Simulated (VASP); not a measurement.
# BiBrO (P4/nmm) in VASP: notebook

Runs on BiBrO. Level: LDA. Tasks: single point.

All numbers are computed with VASP 6.6.1; they aren't measurements. Logs are shortened: lines on timing, memory, paths and dates and some standing lists are left out, and cuts for length are marked.

### Step 1. The cell of the first run

It takes space group P4/nmm (No. 129, tetragonal). Conventional cell: a = 3.883 Å, b = 3.883 Å, c = 7.624 Å, α = 90.00°, β = 90.00°, γ = 90.00°. Bi (site symmetry 4mm) has 4 O at 2.28 Å and 4 Br at 3.11 Å within 3.2 Å. Br (site symmetry 4mm) has 6 Bi at 3.11 to 3.86 Å and 4 O at 3.29 Å and 8 Br at 3.59 to 3.88 Å within 4.1 Å. Within 3.0 Å of O (site symmetry -4m2) lie 4 Bi at 2.28 Å and 4 O at 2.75 Å.

### Step 2. Single point, LDA

INCAR reads:

```
SYSTEM = BiBrO
PREC = Accurate
ENCUT = 520
EDIFF = 1E-6
ISMEAR = 0
SIGMA = 0.05
LREAL = .FALSE.
LASPH = .TRUE.
NELM = 80
ALGO = Normal
ISIF = 2
LWAVE = .FALSE.
LCHARG = .FALSE.
NBANDS = 37
```

KPOINTS reads:

```
Automatic mesh
0
G
  8 8 4
  0 0 0
```

POSCAR reads:

```
BiBrO
1.0
    3.8826151614      0.0000000000      0.0000000000
    0.0000000000      3.8826151614      0.0000000000
    0.0000000000      0.0000000000      7.6239000000
Bi Br O
2 2 2
Direct
    0.0000000000      0.5000000000      0.1575579020
    0.5000000000      0.0000000000      0.8424420980
    0.0000000000      0.5000000000      0.6517216503
    0.5000000000      0.0000000000      0.3482783497
    0.0000000000      0.0000000000      0.0000000000
    0.5000000000      0.5000000000      0.0000000000
```

Potentials or basis: VASP PAW LDA potentials, release 64 (Bi_d, Br, O).

Started as:

```sh
cat potpaw_LDA.64/Bi_d/POTCAR potpaw_LDA.64/Br/POTCAR potpaw_LDA.64/O/POTCAR > POTCAR
mpirun -np 1 vasp_std > vasp.out
```

OUTCAR:

```text
SYSTEM = BiBrO
   PREC = Accurate
   ENCUT = 520
   EDIFF = 1E-6
   ISMEAR = 0
   LREAL = .FALSE.
   LASPH = .TRUE.
   NELM = 80
   ISIF = 2

 ion  position               nearest neighbor table
   1  0.000  0.500  0.158-   5 2.28   6 2.28   5 2.28   6 2.28   4 3.11   4 3.11   4 3.11   4 3.11
                             2 3.65   2 3.65   2 3.65   2 3.65
   2  0.500  0.000  0.842-   5 2.28   6 2.28   6 2.28   5 2.28   3 3.11   3 3.11   3 3.11   3 3.11
                             1 3.65   1 3.65   1 3.65   1 3.65
   3  0.000  0.500  0.652-   2 3.11   2 3.11   2 3.11   2 3.11
   4  0.500  0.000  0.348-   1 3.11   1 3.11   1 3.11   1 3.11
   5  0.000  0.000  0.000-   1 2.28   2 2.28   1 2.28   2 2.28
   6  0.500  0.500  0.000-   1 2.28   2 2.28   2 2.28   1 2.28

  LATTYP: Found a simple tetragonal cell.
 ALAT       =     3.8826151614
 C/A-ratio  =     1.9635991936

  Lattice vectors:

 A1 = (   3.8826151614,   0.0000000000,   0.0000000000)
 A2 = (   0.0000000000,   3.8826151614,   0.0000000000)
 A3 = (   0.0000000000,   0.0000000000,   7.6239000000)

Analysis of symmetry for initial positions (statically):
=====================================================================
 Subroutine PRICEL returns:
 Original cell was already a primitive cell.

 Routine SETGRP: Setting up the symmetry group for a
 simple tetragonal supercell.

 Subroutine GETGRP returns: Found 16 space group operations
 (whereof  8 operations were pure point group operations)
 out of a pool of 16 trial point group operations.

The static configuration has the point symmetry D_2d.
 The point group associated with its full space group is D_4h.

Analysis of symmetry for dynamics (positions and initial velocities):
=====================================================================
 Subroutine PRICEL returns:
 Original cell was already a primitive cell.

 Routine SETGRP: Setting up the symmetry group for a
 simple tetragonal supercell.

 Subroutine GETGRP returns: Found 16 space group operations
 (whereof  8 operations were pure point group operations)
 out of a pool of 16 trial point group operations.

The dynamic configuration has the point symmetry D_2d.
 The point group associated with its full space group is D_4h.

 Subroutine INISYM returns: Found 16 space group operations
 (whereof  8 operations are pure point group operations),
 and found     1 'primitive' translations

----------------------------------------------------------------------------------------

                                     Primitive cell

  volume of cell :     114.9280

  direct lattice vectors                    reciprocal lattice vectors
     3.882615161  0.000000000  0.000000000     0.257558362  0.000000000  0.000000000
     0.000000000  3.882615161  0.000000000     0.000000000  0.257558362  0.000000000
     0.000000000  0.000000000  7.623900000     0.000000000  0.000000000  0.131166463

  length of vectors
     3.882615161  3.882615161  7.623900000     0.257558362  0.257558362  0.131166463

  position of ions in fractional coordinates (direct lattice)
     0.000000000  0.500000000  0.157557902
     0.500000000  0.000000000  0.842442098
     0.000000000  0.500000000  0.651721650
     0.500000000  0.000000000  0.348278350
     0.000000000  0.000000000  0.000000000
     0.500000000  0.500000000  0.000000000

  ion indices of the primitive-cell ions
   primitive index   ion index
                 1           1
                 2           2
                 3           3
                 4           4
                 5           5
                 6           6

----------------------------------------------------------------------------------------

 KPOINTS: Automatic mesh

Automatic generation of k-mesh.
 Grid dimensions read from file:
 generate k-points for:    8    8    4

 Generating k-lattice:

  Cartesian coordinates                     Fractional coordinates (reciprocal lattice)
     0.032194795  0.000000000  0.000000000     0.125000000  0.000000000  0.000000000
     0.000000000  0.032194795  0.000000000     0.000000000  0.125000000  0.000000000
     0.000000000  0.000000000  0.032791616     0.000000000  0.000000000  0.250000000

  Length of vectors
     0.032194795  0.032194795  0.032791616

  Shift w.r.t. Gamma in fractional coordinates (k-lattice)
     0.000000000  0.000000000  0.000000000

 Subroutine IBZKPT returns following result:
 ===========================================

 Found     45 irreducible k-points:

 Following reciprocal coordinates:
            Coordinates               Weight
  0.000000  0.000000  0.000000      1.000000
  0.125000  0.000000  0.000000      4.000000
  0.250000  0.000000  0.000000      4.000000
  0.375000  0.000000  0.000000      4.000000
  0.500000  0.000000  0.000000      2.000000
  0.125000  0.125000  0.000000      4.000000
[... 16 lines left out ...]
  0.375000  0.125000  0.250000     16.000000
  0.500000  0.125000  0.250000      8.000000
 [... further k-points ...]
   k-points           NKPTS =     45   k-points in BZ     NKDIM =     45   number of bands    NBANDS=     37
   number of dos      NEDOS =    301   number of ions     NIONS =      6
   total plane-waves  NPLWV =  54000
   dimension x,y,z NGX =    30 NGY =   30 NGZ =   60
   dimension x,y,z NGXF=    60 NGYF=   60 NGZF=  120
   ions per type =               2   2   2
   NGX,Y,Z   is equivalent  to a cutoff of  12.85, 12.85, 13.08 a.u.
   NGXF,Y,Z  is equivalent  to a cutoff of  25.69, 25.69, 26.17 a.u.
 SYSTEM =  BiBrO
   PREC   = accura    normal or accurate (medium, high low for compatibility)
   ISTART =      0    job   : 0-new  1-cont  2-samecut
   ICHARG =      2    charge: 1-file 2-atom 10-const
   ISPIN  =      1    spin polarized calculation?
   LNONCOLLINEAR =      F non collinear calculations
   LSORBIT =      F    spin-orbit coupling
   LASPH  =      T    aspherical Exc in radial PAW
   ENCUT  =  520.0 eV  38.22 Ry    6.18 a.u.   7.22  7.22 14.18*2*pi/ulx,y,z
   NELM   =     80;   NELMIN=  2; NELMDL= -5     # of ELM steps
   EDIFF  = 0.1E-05   stopping-criterion for ELM
   LREAL  =      F    real-space projection
   EDIFFG = 0.1E-04   stopping-criterion for IOM
   NSW    =      0    number of steps for IOM
   IBRION =     -1    ionic relax: 0-MD 1-quasi-New 2-CG
   NFREE  =      0    steps in history (QN), initial steepest desc. (CG)
   ISIF   =      2    stress and relaxation
   ISYM   =      2    0-nonsym 1-usesym 2-fastsym
   POTIM  = 0.5000    time-step for ionic-motion
   TEBEG  =    0.0;   TEEND  =   0.0 temperature during run
   PSTRESS=    0.0 pullay stress
   NELECT =      56.0000    total number of electrons
   NUPDOWN=      -1.0000    fix difference up-down
   EMIN   =  10.00;   EMAX   =-10.00  energy-range for DOS
   EFERMI =   0.00;   METHOD = LEGACY
   ISMEAR =     0;   SIGMA  =   0.05  broadening in eV -4-tet -1-fermi 0-gaus
   EFERMI_NEDOS =   21; number of points for ismear=-14 and -15
   IALGO  =     38    algorithm
   IMIX   =      4    mixing-type and parameters
     AMIX     =   0.40;   BMIX     =  1.00
     AMIX_MAG =   1.60;   BMIX_MAG =  1.00
  volume/ion in A,a.u.               =      19.15       129.26
  Fermi-wavevector in a.u.,A,eV,Ry     =   1.288236  2.434414 22.579587  1.659553
  Thomas-Fermi vector in A             =   2.420202
   LORBIT       =      0    0 simple, 1 ext, 2 COOP (PROOUT), +10 PAW based schemes
   GGA     = CA    functional components
   LHFCALC =     F    Hartree Fock is set to
   AEXX    =    0.0000 exact exchange contribution
   IVDW    =     0    specifies the selected vdW correction
   LEPSILON=     F    determine dielectric tensor
   LRPA    =     F    only Hartree local field effects (RPA)
 non-spin polarized calculation
 Gauss-broadening in eV      SIGMA  =   0.05
  energy-cutoff  :      520.00
  volume of cell :      114.93
 maximum number of plane-waves:      3120
 NGX is ok and might be reduce to    30
   NGX = 15   NGY = 15   NGZ = 29

 number of electron      56.0000001 magnetization

 Free energy of the ion-electron system (eV)
  ---------------------------------------------------
  ext. energy  EPLUGINS =         0.00000000
  ---------------------------------------------------
  free energy    TOTEN  =       -31.88157531 eV

  energy without entropy =      -31.88157531  energy(sigma->0) =      -31.88157531

 E-fermi :   5.2931     XC(G=0): -10.8206

 val. band max:        5.0596939808   @ k =   0.3750   0.0000   0.5000
 cond. band min:       6.9842751397   @ k =   0.0000   0.0000   0.5000
 fundamental gap:      1.9245811589
 Fermi energy:         5.2930908845

 k-point     1 :       0.0000    0.0000    0.0000
  band No.  band energies     occupation
      1     -17.1694      2.00000
      2     -16.9264      2.00000
      3     -16.9264      2.00000
      4     -16.9049      2.00000
      5     -16.8955      2.00000
      6     -16.8604      2.00000
[... 29 lines left out ...]
     36      13.2461      0.00000
     37      13.2889      0.00000

 k-point     2 :       0.1250    0.0000    0.0000
  band No.  band energies     occupation
      1     -17.1638      2.00000
      2     -16.9246      2.00000
      3     -16.9229      2.00000
      4     -16.8983      2.00000
      5     -16.8947      2.00000
      6     -16.8661      2.00000
[... 29 lines left out ...]
     36      13.4363      0.00000
     37      13.5802      0.00000

 k-point     3 :       0.2500    0.0000    0.0000
  band No.  band energies     occupation
      1     -17.1494      2.00000
      2     -16.9464      2.00000
      3     -16.9197      2.00000
      4     -16.9137      2.00000
      5     -16.8778      2.00000
      6     -16.8717      2.00000
[... 29 lines left out ...]
     36      13.5427      0.00000
     37      14.2645      0.00000

 k-point     4 :       0.3750    0.0000    0.0000
  band No.  band energies     occupation
      1     -17.1264      2.00000
      2     -17.0234      2.00000
      3     -16.9126      2.00000
      4     -16.9018      2.00000
      5     -16.8893      2.00000
      6     -16.8786      2.00000
[... 29 lines left out ...]
     36      14.0601      0.00000
     37      14.0962      0.00000
[... 683 lines left out ...]
      1     -17.1486      2.00000
      2     -16.9686      2.00000
      3     -16.9132      2.00000
      4     -16.9090      2.00000
      5     -16.8756      2.00000
      6     -16.8749      2.00000
[... 29 lines left out ...]
     36      14.0008      0.00000
     37      14.8163      0.00000

 k-point    23 :       0.3750    0.1250    0.2500
  band No.  band energies     occupation
      1     -17.1306      2.00000
      2     -17.0400      2.00000
      3     -16.9045      2.00000
      4     -16.8960      2.00000
      5     -16.8820      2.00000
      6     -16.8713      2.00000
[... 29 lines left out ...]
     36      14.1908      0.00000
     37      14.5796      0.00000

 k-point    24 :       0.5000    0.1250    0.2500
  band No.  band energies     occupation
      1     -17.0963      2.00000
      2     -17.0963      2.00000
      3     -16.8942      2.00000
      4     -16.8942      2.00000
      5     -16.8836      2.00000
      6     -16.8836      2.00000
[... 29 lines left out ...]
     36      14.1482      0.00000
     37      14.3696      0.00000

 [... further k-points ...]

------------------------ aborting loop because EDIFF is reached ----------------------------------------

  FORCE on cell =-STRESS in cart. coord.  units (eV):
  Direction    XX          YY          ZZ          XY          YZ          ZX
  --------------------------------------------------------------------------------------
  -------------------------------------------------------------------------------------
  Total        2.1890709      2.1890709      2.8647897      0.0000000      0.0000000      0.0000000
  in kB       30.5171886     30.5171886     39.9371852      0.0000000      0.0000000      0.0000000
  external PRESSURE =      33.6571875 kB  Pullay stress =       0.0000000 kB

 VOLUME and BASIS-vectors are now :
 -----------------------------------------------------------------------------
  energy-cutoff  :      520.00
  volume of cell :      114.93
      direct lattice vectors                 reciprocal lattice vectors
     3.882615161  0.000000000  0.000000000     0.257558362  0.000000000  0.000000000
     0.000000000  3.882615161  0.000000000     0.000000000  0.257558362  0.000000000
     0.000000000  0.000000000  7.623900000     0.000000000  0.000000000  0.131166463

 POSITION                                       TOTAL-FORCE (eV/Angst)
 -----------------------------------------------------------------------------------
      0.00000      1.94131      1.20121        -0.000000     -0.000000      0.662874
      1.94131      0.00000      6.42269         0.000000     -0.000000     -0.662874
      0.00000      1.94131      4.96866         0.000000     -0.000000     -0.174797
      1.94131      0.00000      2.65524         0.000000     -0.000000      0.174797
      0.00000      0.00000      0.00000        -0.000000      0.000000      0.000000
      1.94131      1.94131      0.00000         0.000000     -0.000000      0.000000
 -----------------------------------------------------------------------------------
    total drift:                                0.000000      0.000000     -0.000000

  FREE ENERGIE OF THE ION-ELECTRON SYSTEM (eV)
  ---------------------------------------------------
  free  energy   TOTEN  =       -31.8815753076 eV

  energy  without entropy=      -31.8815753076  energy(sigma->0) =      -31.88157531
```

Run time: 2 min. Hardware: 1 thread of Intel Xeon Platinum 8488C (Sapphire Rapids), shared host; peak memory 0.29 GiB.

Results:

```yaml
Free_energy: -31.8816 eV
Pressure: 3.4 GPa
Largest_force: 0.663 eV/Å
Band_gap_on_the_k_mesh: 1.92 eV (least direct gap 2.09 eV)
```

Forces on the atoms (eV/Å):
```
Bi   0.000  0.000  0.663
Bi   0.000  0.000 -0.663
Br   0.000  0.000 -0.175
Br   0.000  0.000  0.175
O    0.000  0.000  0.000
O    0.000  0.000  0.000
```

Caveat: the cell stands under pressure; spin-orbit coupling is left out, which moves the levels of the heavy elements.

(Part 1 of 3 ends here.)
